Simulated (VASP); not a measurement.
# ScSbSe3: relaxation of cell and atoms with PBE

ScSbSe3:

```xyz
5
Lattice="5.9998 0.0000 0.0000 -2.9999 5.1960 0.0000 0.0000 0.0000 4.9309" Properties=species:S:1:pos:R:3 pbc="T T T"
Sc    0.0000    0.0000    2.4655
Sb    0.0000    0.0000    0.0000
Se    2.9999    0.0000    2.4655
Se   -1.5000    2.5980    2.4655
Se    1.5000    2.5980    2.4655
```

The cell was generated, and may not be a known phase.

```json
{"Program": "VASP 6.6.1", "Task": "relaxation of cell and atoms", "Functional": "PBE", "Potentials or basis": "VASP PAW PBE potentials, release 64 (Sc_sv, Sb, Se)", "Cutoff": "600 eV", "k mesh": "3 × 3 × 4", "Occupations": "gaussian, width 0.1 eV", "Spin": "no spin polarisation", "Dipole correction": "no", "Further INCAR settings": "ALGO = Normal; EDIFF = 1e-06; IBRION = 2; EDIFFG = -0.04; NSW = 90; ISIF = 3"}
```

The relaxed volume is 31.68 Å³/atom and the relaxed cell is a = 5.662 Å, b = 5.662 Å, c = 5.705 Å, α = 90.00°, β = 90.00°, γ = 120.00°. The space group after relaxing (to 0.1 Å) is P6/mmm (No. 191). The energy gained by relaxing is 298.3 meV/atom, the ionic steps are 3 and the pressure after relaxing is -0.1 GPa. The band gap on the k mesh is zero (bands 17 and 18 overlap by 0.62 eV).

Step by step:
```
step  energy change (eV)  largest force (eV/Å)  pressure (GPa)  volume (Å³)
   1              0.0000                0.0000            1.65       153.72
   2             -1.4907                0.0000           -0.08       158.48
   3             -1.4916                0.0000           -0.13       158.40
```

Final structure:
```
Sc Sb Se
1.0
     5.66201    0.00000    0.00000
    -2.83101    4.90345    0.00000
     0.00000    0.00000    5.70540
Sc Sb Se
1 1 3
Direct
  0.00000 0.00000 0.50000
  0.00000 0.00000 0.00000
  0.50000 0.00000 0.50000
  0.00000 0.50000 0.50000
  0.50000 0.50000 0.50000
```

Levels at points of the mesh, in eV from the Fermi level:
| k point | band 14 | band 15 | band 16 | band 17 | band 18 | band 19 | band 20 | band 21 |
| --- | --- | --- | --- | --- | --- | --- | --- | --- |
| (0.00, 0.00, 0.00) | -0.70 | 0.03 | 0.23 | 0.23 | 1.09 | 1.09 | 1.37 | 1.91 |
| (0.00, 0.00, 0.50) | -0.87 | -0.87 | -0.84 | -0.84 | 1.38 | 1.89 | 1.89 | 1.98 |

It took 3 min on 1 thread of Oxide Virtual Turin-like Processor (shared host), peak memory 0.3 GiB.

Caveat: the k points lie up to 0.43 Å⁻¹ apart in the final cell, too coarse for converged energies and pressures of a metal; a cell axis changed by over 15 % at a fixed basis, so the end point is rough; spin-orbit coupling is left out, which moves the levels of the heavy elements.
